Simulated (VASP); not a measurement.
# Co2PdO4 in VASP: relaxation of the atoms with PBEsol

Aim: the relaxation of the atoms of Co2PdO4 with PBEsol.

All numbers are computed with VASP 6.6.1; they aren't measurements. Logs are shortened: lines on timing, memory, paths and dates and some standing lists are left out, and cuts for length are marked.

**1. The cell of the first run**

The cell holds a slab with vacuum, 7 atoms: a = 2.815 Å, b = 2.815 Å, c = 22.781 Å, α = 90.00°, β = 90.00°, γ = 120.00°.

**2. Relaxation of the atoms, PBEsol**

INCAR

```
  PREC = Accurate
  ENCUT = 520
  EDIFF = 1E-7
  ISMEAR = 0
  SIGMA = 0.1
  LREAL = False
  LASPH = True
  NELM = 60
  ALGO = Normal
  ISIF = 2
  LWAVE = False
  LCHARG = False
  LDIPOL = True
  IDIPOL = 3
  DIPOL = 0.5 0.5 0.500
  GGA = PS
  IBRION = 2
  NSW = 80
  EDIFFG = -0.02
```

KPOINTS

```
Automatic mesh
0
Gamma
  12 12 1
```

POSCAR

```
Co2PdO4
1.0
    2.8148568970      0.0000000000      0.0000000000
   -1.4074284485      2.4377375808      0.0000000000
    0.0000000000      0.0000000000     22.7808965612
O Co Pd
4 2 1
Direct
    0.0000000000      0.0000000000      0.3292232147
    0.6666666667      0.3333333333      0.4129134071
    0.6666666667      0.3333333333      0.5870865929
    0.3333333333      0.6666666667      0.6707767853
    0.3333333333      0.6666666667      0.3710683109
    0.0000000000      0.0000000000      0.6289316891
    0.6666666667      0.3333333333      0.5000000000
```

Potentials or basis: VASP PAW PBE potentials, release 64 (O, Co, Pd).

Run with:

```sh
$ cat potpaw_PBE.64/O/POTCAR potpaw_PBE.64/Co/POTCAR potpaw_PBE.64/Pd/POTCAR > POTCAR
$ mpirun -np 1 vasp_std > vasp.out
```

OUTCAR:

```text
PREC = Accurate
   ENCUT = 520
   EDIFF = 1E-7
   ISMEAR = 0
   LREAL = False
   LASPH = True
   NELM = 60
   ISIF = 2
   GGA = PS
   IBRION = 2
   NSW = 80
   EDIFFG = -0.02

 ion  position               nearest neighbor table
   1  0.000  0.000  0.329-   5 1.88   5 1.88   5 1.88
   2  0.667  0.333  0.413-   5 1.88   5 1.88   5 1.88   7 1.98
   3  0.667  0.333  0.587-   6 1.88   6 1.88   6 1.88   7 1.98
   4  0.333  0.667  0.671-   6 1.88   6 1.88   6 1.88
   5  0.333  0.667  0.371-   2 1.88   2 1.88   1 1.88   1 1.88   1 1.88   2 1.88
   6  0.000  0.000  0.629-   3 1.88   4 1.88   4 1.88   3 1.88   3 1.88   4 1.88
   7  0.667  0.333  0.500-   2 1.98   3 1.98

  LATTYP: Found a hexagonal cell.
 ALAT       =     2.8148568970
 C/A-ratio  =     8.0930922583

  Lattice vectors:

 A1 = (   2.8148568970,   0.0000000000,   0.0000000000)
 A2 = (  -1.4074284485,   2.4377375808,   0.0000000000)
 A3 = (   0.0000000000,   0.0000000000,  22.7808965612)

Analysis of symmetry for initial positions (statically):
=====================================================================
 Subroutine PRICEL returns:
 Original cell was already a primitive cell.

 Routine SETGRP: Setting up the symmetry group for a
 hexagonal supercell.

 Subroutine GETGRP returns: Found 12 space group operations
 (whereof  6 operations were pure point group operations)
 out of a pool of 24 trial point group operations.

The static configuration has the point symmetry C_3v.
 The point group associated with its full space group is D_3d.

Analysis of symmetry for dynamics (positions and initial velocities):
=====================================================================
 Subroutine PRICEL returns:
 Original cell was already a primitive cell.

 Routine SETGRP: Setting up the symmetry group for a
 hexagonal supercell.

 Subroutine GETGRP returns: Found 12 space group operations
 (whereof  6 operations were pure point group operations)
 out of a pool of 24 trial point group operations.

The dynamic configuration has the point symmetry C_3v.
 The point group associated with its full space group is D_3d.

 Subroutine INISYM returns: Found 12 space group operations
 (whereof  6 operations are pure point group operations),
 and found     1 'primitive' translations

----------------------------------------------------------------------------------------

                                     Primitive cell

  volume of cell :     156.3198

  direct lattice vectors                    reciprocal lattice vectors
     2.814856897  0.000000000  0.000000000     0.355257847  0.205108213  0.000000000
    -1.407428448  2.437737581  0.000000000     0.000000000  0.410216427  0.000000000
     0.000000000  0.000000000 22.780896561     0.000000000  0.000000000  0.043896429

  length of vectors
     2.814856897  2.814856897 22.780896561     0.410216427  0.410216427  0.043896429

  position of ions in fractional coordinates (direct lattice)
     0.000000000  0.000000000  0.329223215
     0.666666667  0.333333333  0.412913407
     0.666666667  0.333333333  0.587086593
     0.333333333  0.666666667  0.670776785
     0.333333333  0.666666667  0.371068311
     0.000000000  0.000000000  0.628931689
     0.666666667  0.333333333  0.500000000

  ion indices of the primitive-cell ions
   primitive index   ion index
                 1           1
                 2           2
                 3           3
                 4           4
                 5           5
                 6           6
                 7           7

----------------------------------------------------------------------------------------

 KPOINTS: Automatic mesh

Automatic generation of k-mesh.
 Grid dimensions read from file:
 generate k-points for:   12   12    1

 Generating k-lattice:

  Cartesian coordinates                     Fractional coordinates (reciprocal lattice)
     0.029604821  0.017092351  0.000000000     0.083333333 -0.000000000  0.000000000
     0.000000000  0.034184702  0.000000000     0.000000000  0.083333333  0.000000000
     0.000000000  0.000000000  0.043896429     0.000000000  0.000000000  1.000000000

  Length of vectors
     0.034184702  0.034184702  0.043896429

  Shift w.r.t. Gamma in fractional coordinates (k-lattice)
     0.000000000  0.000000000  0.000000000

 Subroutine IBZKPT returns following result:
 ===========================================

 Found     19 irreducible k-points:

 Following reciprocal coordinates:
            Coordinates               Weight
  0.000000  0.000000  0.000000      1.000000
  0.083333  0.000000  0.000000      6.000000
  0.166667  0.000000  0.000000      6.000000
  0.250000 -0.000000  0.000000      6.000000
  0.333333  0.000000  0.000000      6.000000
  0.416667  0.000000  0.000000      6.000000
[... 11 lines left out ...]
  0.333333  0.250000  0.000000     12.000000
  0.333333  0.333333  0.000000      2.000000
   k-points           NKPTS =     19   k-points in BZ     NKDIM =     19   number of bands    NBANDS=     31
   number of dos      NEDOS =    301   number of ions     NIONS =      7
   total plane-waves  NPLWV = 103680
   dimension x,y,z NGX =    24 NGY =   24 NGZ =  180
   dimension x,y,z NGXF=    48 NGYF=   48 NGZF=  360
   ions per type =               4   2   1
   NGX,Y,Z   is equivalent  to a cutoff of  14.17, 14.17, 13.14 a.u.
   NGXF,Y,Z  is equivalent  to a cutoff of  28.35, 28.35, 26.27 a.u.
 SYSTEM =  unknown system
   PREC   = accura    normal or accurate (medium, high low for compatibility)
   ISTART =      0    job   : 0-new  1-cont  2-samecut
   ICHARG =      2    charge: 1-file 2-atom 10-const
   ISPIN  =      1    spin polarized calculation?
   LNONCOLLINEAR =      F non collinear calculations
   LSORBIT =      F    spin-orbit coupling
   LASPH  =      T    aspherical Exc in radial PAW
   ENCUT  =  520.0 eV  38.22 Ry    6.18 a.u.   5.23  5.23 42.36*2*pi/ulx,y,z
   NELM   =     60;   NELMIN=  2; NELMDL= -5     # of ELM steps
   EDIFF  = 0.1E-06   stopping-criterion for ELM
   LREAL  =      F    real-space projection
   EDIFFG = -.2E-01   stopping-criterion for IOM
   NSW    =     80    number of steps for IOM
   IBRION =      2    ionic relax: 0-MD 1-quasi-New 2-CG
   NFREE  =      1    steps in history (QN), initial steepest desc. (CG)
   ISIF   =      2    stress and relaxation
   ISYM   =      2    0-nonsym 1-usesym 2-fastsym
   POTIM  = 0.5000    time-step for ionic-motion
   TEBEG  =    0.0;   TEEND  =   0.0 temperature during run
   PSTRESS=    0.0 pullay stress
   NELECT =      52.0000    total number of electrons
   NUPDOWN=      -1.0000    fix difference up-down
   EMIN   =  10.00;   EMAX   =-10.00  energy-range for DOS
   EFERMI =   0.00;   METHOD = LEGACY
   ISMEAR =     0;   SIGMA  =   0.10  broadening in eV -4-tet -1-fermi 0-gaus
   EFERMI_NEDOS =   21; number of points for ismear=-14 and -15
   IALGO  =     38    algorithm
   IMIX   =      4    mixing-type and parameters
     AMIX     =   0.40;   BMIX     =  1.00
     AMIX_MAG =   1.60;   BMIX_MAG =  1.00
  volume/ion in A,a.u.               =      22.33       150.70
  Fermi-wavevector in a.u.,A,eV,Ry     =   1.134326  2.143565 17.506557  1.286696
  Thomas-Fermi vector in A             =   2.271030
   LORBIT       =      0    0 simple, 1 ext, 2 COOP (PROOUT), +10 PAW based schemes
   GGA     = PS    functional components
   LHFCALC =     F    Hartree Fock is set to
   AEXX    =    0.0000 exact exchange contribution
   IVDW    =     0    specifies the selected vdW correction
   LEPSILON=     F    determine dielectric tensor
   LRPA    =     F    only Hartree local field effects (RPA)
 conjugate gradient relaxation of ions
 non-spin polarized calculation
 Gauss-broadening in eV      SIGMA  =   0.10
  energy-cutoff  :      520.00
  volume of cell :      156.32
 maximum number of plane-waves:      4244
 NGX is ok and might be reduce to    24
   NGX = 11   NGY = 11   NGZ = 85

--------------------------------------- Ionic step        1  -------------------------------------------

 number of electron      51.9999997 magnetization

 Free energy of the ion-electron system (eV)
  ---------------------------------------------------
  ext. energy  EPLUGINS =         0.00000000
  ---------------------------------------------------
  free energy    TOTEN  =       -48.61841442 eV

  energy without entropy =      -48.58043818  energy(sigma->0) =      -48.59942630

------------------------ aborting loop because EDIFF is reached ----------------------------------------

  FORCE on cell =-STRESS in cart. coord.  units (eV):
  Direction    XX          YY          ZZ          XY          YZ          ZX
  --------------------------------------------------------------------------------------
  -------------------------------------------------------------------------------------
  Total       -1.8915173     -1.8915173     -1.9934304      0.0000000      0.0000000      0.0000000
  in kB      -19.3868304    -19.3868304    -20.4313740      0.0000000      0.0000000      0.0000000
  external PRESSURE =     -19.7350116 kB  Pullay stress =       0.0000000 kB
[... 104 lines left out ...]
  FREE ENERGIE OF THE ION-ELECTRON SYSTEM (eV)
  ---------------------------------------------------
  free  energy   TOTEN  =       -48.7028316801 eV

  energy  without entropy=      -48.6685212122  energy(sigma->0) =      -48.68567645

[... ionic steps 4 to 7 ...]

--------------------------------------- Ionic step        8  -------------------------------------------

 number of electron      52.0000007 magnetization

------------------------ aborting loop because EDIFF is reached ----------------------------------------
[... 36 lines left out ...]
--------------------------------------- Ionic step        9  -------------------------------------------

 number of electron      52.0000006 magnetization

 dipolmoment           0.000000      0.000000     -0.000000 electrons x Angstroem

------------------------ aborting loop because EDIFF is reached ----------------------------------------

  FORCE on cell =-STRESS in cart. coord.  units (eV):
  Direction    XX          YY          ZZ          XY          YZ          ZX
  --------------------------------------------------------------------------------------
  -------------------------------------------------------------------------------------
  Total       -0.8406145     -0.8406145     -0.1605635      0.0000000     -0.0000000      0.0000000
  in kB       -8.6157562     -8.6157562     -1.6456726      0.0000000     -0.0000000      0.0000000
  external PRESSURE =      -6.2923950 kB  Pullay stress =       0.0000000 kB
[... 28 lines left out ...]
--------------------------------------- Ionic step       10  -------------------------------------------

 number of electron      52.0000006 magnetization

 dipolmoment           0.000000      0.000000      0.000000 electrons x Angstroem

 Free energy of the ion-electron system (eV)
  ---------------------------------------------------
  ext. energy  EPLUGINS =         0.00000000
  ---------------------------------------------------
  free energy    TOTEN  =       -48.70704052 eV

  energy without entropy =      -48.67424551  energy(sigma->0) =      -48.69064302

 E-fermi :  -1.2861     XC(G=0):  -5.8346

 val. band max:       -1.3006461350   @ k =   0.1667   0.1667   0.0000
 cond. band min:      -1.2853380132   @ k =   0.0000   0.0000   0.0000
 fundamental gap:      0.0153081218
 Fermi energy:        -1.2861365522

 k-point     1 :       0.0000    0.0000    0.0000
  band No.  band energies     occupation
      1     -21.8255      2.00000
      2     -21.6926      2.00000
      3     -19.5082      2.00000
      4     -19.3944      2.00000
      5      -8.9472      2.00000
      6      -7.8941      2.00000
[... 635 lines left out ...]
     30       0.5499      0.00000
     31       0.8351      0.00000

------------------------ aborting loop because EDIFF is reached ----------------------------------------

 vacuum level on the upper side and lower side of the slab       (xc-potential included)        -0.008        -0.008

  FORCE on cell =-STRESS in cart. coord.  units (eV):
  Direction    XX          YY          ZZ          XY          YZ          ZX
  --------------------------------------------------------------------------------------
  -------------------------------------------------------------------------------------
  Total       -0.8302020     -0.8302020     -0.1147821      0.0000000     -0.0000000      0.0000000
  in kB       -8.5090338     -8.5090338     -1.1764420      0.0000000     -0.0000000      0.0000000
  external PRESSURE =      -6.0648365 kB  Pullay stress =       0.0000000 kB
[... 22 lines left out ...]
  FREE ENERGIE OF THE ION-ELECTRON SYSTEM (eV)
  ---------------------------------------------------
  free  energy   TOTEN  =       -48.7070405229 eV

  energy  without entropy=      -48.6742455103  energy(sigma->0) =      -48.69064302

 reached required accuracy - stopping structural energy minimisation

 vacuum level on the upper side and lower side of the slab         6.042         6.042
```

Wall time 21 min (1 thread of Oxide Virtual Turin-like, shared host); peak memory 0.34 GiB.

Results:

| Quantity | Value |
| --- | --- |
| Free energy | -48.7070 eV |
| Energy gained by relaxing | 12.7 meV/atom |
| Ionic steps | 10 |
| Largest force after relaxing | 0.007 eV/Å |
| Band gap on the k mesh | zero (bands 26 and 27 overlap by 0.27 eV) |

Forces in eV/Å, atoms in the order of the input:
```
O    0.000  0.000  0.005
O    0.000  0.000 -0.007
O    0.000  0.000  0.007
O    0.000  0.000 -0.005
Co   0.000  0.000 -0.001
Co   0.000  0.000  0.001
Pd   0.000  0.000  0.000
```

Step by step:
| step | energy change (eV) | largest force (eV/Å) | pressure (GPa) |
| --- | --- | --- | --- |
| 1 | 0.0000 | 1.3099 | -1.97 |
| 2 | -0.0317 | 1.2319 | -0.47 |
| 3 | -0.0844 | 0.1777 | -1.24 |
| 4 | -0.0871 | 0.0524 | -0.99 |
| 5 | -0.0871 | 0.0496 | -0.96 |
| 6 | -0.0876 | 0.0430 | -0.92 |
| 7 | -0.0883 | 0.0528 | -0.76 |
| 8 | -0.0884 | 0.0646 | -0.71 |
| 9 | -0.0886 | 0.0200 | -0.63 |
| 10 | -0.0886 | 0.0074 | -0.61 |

Final structure:
```
CELL_PARAMETERS angstrom
2.81486 0.00000 0.00000
-1.40743 2.43774 0.00000
0.00000 0.00000 22.78090
ATOMIC_POSITIONS crystal
O 0.00000 0.00000 0.33152
O 0.66667 0.33333 0.41319
O 0.66667 0.33333 0.58681
O 0.33333 0.66667 0.66848
Co 0.33333 0.66667 0.37021
Co 0.00000 0.00000 0.62979
Pd 0.66667 0.33333 0.50000
```

Caveat: the PAW data sets were made with another functional, which shifts forces and pressure a little; the run has no spin polarisation, though such a crystal can be magnetic; semilocal functionals often make such compounds metallic where correlation or magnetic order opens a gap, which also shifts bond lengths. Spin polarisation is off, so any magnetic state and its effect on volume and gap are missing.
